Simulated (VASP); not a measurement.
# Tl (Pm-3m) in VASP: single point with LDA

Aim: the single point of Tl with LDA.

Program: VASP 6.6.1. These are calculated values, not measurements. Logs are shortened: lines on timing, memory, paths and dates and some standing lists are left out, and cuts for length are marked.

## Step 1: The cell of the first run

The structure is cubic, space group Pm-3m (No. 221). The conventional cell has a = 4.098 Å, b = 4.098 Å, c = 4.098 Å, α = 90.00°, β = 90.00°, γ = 90.00°. Tl (site symmetry m-3m) has 6 Tl at 4.10 Å within 5.4 Å.

## Step 2: Single point, LDA

INCAR

```
PREC = Accurate ; ENCUT = 500
EDIFF = 1E-6 ; ISMEAR = -1
SIGMA = 0.1 ; LREAL = False
LASPH = True ; NELM = 120
ALGO = Normal ; ISIF = 2
LWAVE = False ; LCHARG = True
GGA = CA ; LELF = True
LVHAR = True ; NBANDS = 12
GGA_COMPAT = False
```

KPOINTS

```
Automatic mesh
0
Gamma
  6 6 6
```

POSCAR

```
Tl
1.0
    4.0979554400      0.0000000000      0.0000000000
    0.0000000000      4.0979554400      0.0000000000
    0.0000000000      0.0000000000      4.0979554400
Tl
1
Direct
    0.0000000000      0.0000000000      0.0000000000
```

Potentials or basis: VASP PAW LDA potentials, release 64 (Tl_d).

The run is started by

```sh
cat potpaw_LDA.64/Tl_d/POTCAR > POTCAR
mpirun -np 1 vasp_std > vasp.out
```

OUTCAR:

```text
PREC = Accurate
   ENCUT = 500
   EDIFF = 1E-6
   ISMEAR = -1
   LREAL = False
   LASPH = True
   NELM = 120
   ISIF = 2
   GGA = CA

 ion  position               nearest neighbor table
   1  0.000  0.000  0.000-

  LATTYP: Found a simple cubic cell.
 ALAT       =     4.0979554400

  Lattice vectors:

 A1 = (   4.0979554400,   0.0000000000,   0.0000000000)
 A2 = (   0.0000000000,   4.0979554400,   0.0000000000)
 A3 = (   0.0000000000,   0.0000000000,   4.0979554400)

Analysis of symmetry for initial positions (statically):
=====================================================================
 Subroutine PRICEL returns:
 Original cell was already a primitive cell.

 Routine SETGRP: Setting up the symmetry group for a
 simple cubic supercell.

 Subroutine GETGRP returns: Found 48 space group operations
 (whereof 48 operations were pure point group operations)
 out of a pool of 48 trial point group operations.

The static configuration has the point symmetry O_h .

Analysis of symmetry for dynamics (positions and initial velocities):
=====================================================================
 Subroutine PRICEL returns:
 Original cell was already a primitive cell.

 Routine SETGRP: Setting up the symmetry group for a
 simple cubic supercell.

 Subroutine GETGRP returns: Found 48 space group operations
 (whereof 48 operations were pure point group operations)
 out of a pool of 48 trial point group operations.

The dynamic configuration has the point symmetry O_h .

 Subroutine INISYM returns: Found 48 space group operations
 (whereof 48 operations are pure point group operations),
 and found     1 'primitive' translations

----------------------------------------------------------------------------------------

                                     Primitive cell

  volume of cell :      68.8179

  direct lattice vectors                    reciprocal lattice vectors
     4.097955440  0.000000000  0.000000000     0.244024127  0.000000000  0.000000000
     0.000000000  4.097955440  0.000000000     0.000000000  0.244024127  0.000000000
     0.000000000  0.000000000  4.097955440     0.000000000  0.000000000  0.244024127

  length of vectors
     4.097955440  4.097955440  4.097955440     0.244024127  0.244024127  0.244024127

  position of ions in fractional coordinates (direct lattice)
     0.000000000  0.000000000  0.000000000

  ion indices of the primitive-cell ions
   primitive index   ion index
                 1           1

----------------------------------------------------------------------------------------

 KPOINTS: Automatic mesh

Automatic generation of k-mesh.
 Grid dimensions read from file:
 generate k-points for:    6    6    6

 Generating k-lattice:

  Cartesian coordinates                     Fractional coordinates (reciprocal lattice)
     0.040670688  0.000000000  0.000000000     0.166666667  0.000000000  0.000000000
     0.000000000  0.040670688  0.000000000     0.000000000  0.166666667  0.000000000
     0.000000000  0.000000000  0.040670688     0.000000000  0.000000000  0.166666667

  Length of vectors
     0.040670688  0.040670688  0.040670688

  Shift w.r.t. Gamma in fractional coordinates (k-lattice)
     0.000000000  0.000000000  0.000000000

 Subroutine IBZKPT returns following result:
 ===========================================

 Found     20 irreducible k-points:

 Following reciprocal coordinates:
            Coordinates               Weight
  0.000000  0.000000  0.000000      1.000000
  0.166667  0.000000  0.000000      6.000000
  0.333333  0.000000  0.000000      6.000000
  0.500000  0.000000  0.000000      3.000000
  0.166667  0.166667  0.000000     12.000000
  0.333333  0.166667  0.000000     24.000000
[... 12 lines left out ...]
  0.500000  0.500000  0.333333      6.000000
  0.500000  0.500000  0.500000      1.000000
   k-points           NKPTS =     20   k-points in BZ     NKDIM =     20   number of bands    NBANDS=     12
   number of dos      NEDOS =    301   number of ions     NIONS =      1
   total plane-waves  NPLWV =  27000
   dimension x,y,z NGX =    30 NGY =   30 NGZ =   30
   dimension x,y,z NGXF=    60 NGYF=   60 NGZF=   60
   ions per type =               1
   NGX,Y,Z   is equivalent  to a cutoff of  12.17, 12.17, 12.17 a.u.
   NGXF,Y,Z  is equivalent  to a cutoff of  24.34, 24.34, 24.34 a.u.
 SYSTEM =  unknown system
   PREC   = accura    normal or accurate (medium, high low for compatibility)
   ISTART =      0    job   : 0-new  1-cont  2-samecut
   ICHARG =      2    charge: 1-file 2-atom 10-const
   ISPIN  =      1    spin polarized calculation?
   LNONCOLLINEAR =      F non collinear calculations
   LSORBIT =      F    spin-orbit coupling
   LASPH  =      T    aspherical Exc in radial PAW
   ENCUT  =  500.0 eV  36.75 Ry    6.06 a.u.   7.47  7.47  7.47*2*pi/ulx,y,z
   NELM   =    120;   NELMIN=  2; NELMDL= -5     # of ELM steps
   EDIFF  = 0.1E-05   stopping-criterion for ELM
   LREAL  =      F    real-space projection
   EDIFFG = 0.1E-04   stopping-criterion for IOM
   NSW    =      0    number of steps for IOM
   IBRION =     -1    ionic relax: 0-MD 1-quasi-New 2-CG
   NFREE  =      0    steps in history (QN), initial steepest desc. (CG)
   ISIF   =      2    stress and relaxation
   ISYM   =      2    0-nonsym 1-usesym 2-fastsym
   POTIM  = 0.5000    time-step for ionic-motion
   TEBEG  =    0.0;   TEEND  =   0.0 temperature during run
   PSTRESS=    0.0 pullay stress
   NELECT =      13.0000    total number of electrons
   NUPDOWN=      -1.0000    fix difference up-down
   EMIN   =  10.00;   EMAX   =-10.00  energy-range for DOS
   EFERMI =   0.00;   METHOD = LEGACY
   ISMEAR =    -1;   SIGMA  =   0.10  broadening in eV -4-tet -1-fermi 0-gaus
   EFERMI_NEDOS =   21; number of points for ismear=-14 and -15
   IALGO  =     38    algorithm
   IMIX   =      4    mixing-type and parameters
     AMIX     =   0.40;   BMIX     =  1.00
     AMIX_MAG =   1.60;   BMIX_MAG =  1.00
  volume/ion in A,a.u.               =      68.82       464.41
  Fermi-wavevector in a.u.,A,eV,Ry     =   0.939338  1.775092 12.005189  0.882357
  Thomas-Fermi vector in A             =   2.066640
   LORBIT       =      0    0 simple, 1 ext, 2 COOP (PROOUT), +10 PAW based schemes
   GGA     = CA    functional components
   LHFCALC =     F    Hartree Fock is set to
   AEXX    =    0.0000 exact exchange contribution
   IVDW    =     0    specifies the selected vdW correction
   LEPSILON=     F    determine dielectric tensor
   LRPA    =     F    only Hartree local field effects (RPA)
 non-spin polarized calculation
  energy-cutoff  :      500.00
  volume of cell :       68.82
 maximum number of plane-waves:      1775
 NGX is ok and might be reduce to    30
   NGX = 15   NGY = 15   NGZ = 15

 number of electron      12.9999989 magnetization

 Free energy of the ion-electron system (eV)
  ---------------------------------------------------
  ext. energy  EPLUGINS =         0.00000000
  ---------------------------------------------------
  free energy    TOTEN  =        -1.78612877 eV

  energy without entropy =       -1.73642520  energy(sigma->0) =       -1.76127699

 E-fermi :   0.6755     XC(G=0):  -6.7733

 val. band max:        0.5941874471   @ k =   0.5000   0.5000   0.0000
 cond. band min:       0.6926658710   @ k =   0.3333   0.1667   0.1667
 fundamental gap:      0.0984784239
 Fermi energy:         0.6754509413

 k-point     1 :       0.0000    0.0000    0.0000
  band No.  band energies     occupation
      1     -11.2602      2.00000
      2     -11.2602      2.00000
      3     -11.1290      2.00000
      4     -11.1290      2.00000
      5     -11.1290      2.00000
      6      -6.4725      2.00000
      7       4.1049      0.00000
      8       4.1049      0.00000
      9       4.1049      0.00000
     10       5.1669      0.00000
     11       7.6190      0.00000
     12       7.6190      0.00000

 k-point     2 :       0.1667    0.0000    0.0000
  band No.  band energies     occupation
      1     -11.2588      2.00000
      2     -11.2333      2.00000
      3     -11.1374      2.00000
      4     -11.1374      2.00000
      5     -11.1283      2.00000
      6      -6.3050      2.00000
      7       2.2193      0.00000
      8       4.2967      0.00000
      9       4.2967      0.00000
     10       6.0187      0.00000
     11       7.8229      0.00000
     12       9.3442      0.00000

 k-point     3 :       0.3333    0.0000    0.0000
  band No.  band energies     occupation
      1     -11.2559      2.00000
      2     -11.1802      2.00000
      3     -11.1541      2.00000
      4     -11.1541      2.00000
      5     -11.1270      2.00000
      6      -5.8952      2.00000
      7       0.2816      1.96179
      8       4.7488      0.00000
      9       4.7488      0.00000
     10       6.8038      0.00000
     11       8.4336      0.00000
     12       9.8437      0.00000
[... 226 lines left out ...]
 k-point    19 :       0.5000    0.5000    0.3333
  band No.  band energies     occupation
      1     -11.2020      2.00000
      2     -11.1902      2.00000
      3     -11.1902      2.00000
      4     -11.1130      2.00000
      5     -11.0834      2.00000
      6      -4.3391      2.00000
      7       1.2817      0.00465
      8       1.2817      0.00465
      9       2.3970      0.00000
     10       5.1531      0.00000
     11       6.7788      0.00000
     12       6.7788      0.00000

 k-point    20 :       0.5000    0.5000    0.5000
  band No.  band energies     occupation
      1     -11.2006      2.00000
      2     -11.2006      2.00000
      3     -11.2006      2.00000
      4     -11.0828      2.00000
      5     -11.0828      2.00000
      6      -4.1116      2.00000
      7       1.5978      0.00020
      8       1.5978      0.00020
      9       1.5978      0.00020
     10       6.0015      0.00000
     11       6.0015      0.00000
     12       6.0015      0.00000

------------------------ aborting loop because EDIFF is reached ----------------------------------------

  FORCE on cell =-STRESS in cart. coord.  units (eV):
  Direction    XX          YY          ZZ          XY          YZ          ZX
  --------------------------------------------------------------------------------------
  -------------------------------------------------------------------------------------
  Total       -1.4745089     -1.4745089     -1.4745089      0.0000000     -0.0000000      0.0000000
  in kB      -34.3286164    -34.3286164    -34.3286164      0.0000000     -0.0000000      0.0000000
  external PRESSURE =     -34.3286164 kB  Pullay stress =       0.0000000 kB

 VOLUME and BASIS-vectors are now :
 -----------------------------------------------------------------------------
  energy-cutoff  :      500.00
  volume of cell :       68.82
      direct lattice vectors                 reciprocal lattice vectors
     4.097955440  0.000000000  0.000000000     0.244024127  0.000000000  0.000000000
     0.000000000  4.097955440  0.000000000     0.000000000  0.244024127  0.000000000
     0.000000000  0.000000000  4.097955440     0.000000000  0.000000000  0.244024127

 POSITION                                       TOTAL-FORCE (eV/Angst)
 -----------------------------------------------------------------------------------
      0.00000      0.00000      0.00000         0.000000      0.000000      0.000000
 -----------------------------------------------------------------------------------
    total drift:                                0.000000      0.000000     -0.000000

  FREE ENERGIE OF THE ION-ELECTRON SYSTEM (eV)
  ---------------------------------------------------
  free  energy   TOTEN  =        -1.7861287701 eV

  energy  without entropy=       -1.7364252040  energy(sigma->0) =       -1.76127699
```

Run time: 17 s. Hardware: 1 thread of Intel Xeon 8259CL, shared host; peak memory 0.15 GiB.

What came out:

| Quantity | Value |
| --- | --- |
| Free energy | -1.7861 eV |
| Pressure | -3.4 GPa |

Caveat: spin-orbit coupling is left out, which moves the levels of the heavy elements.
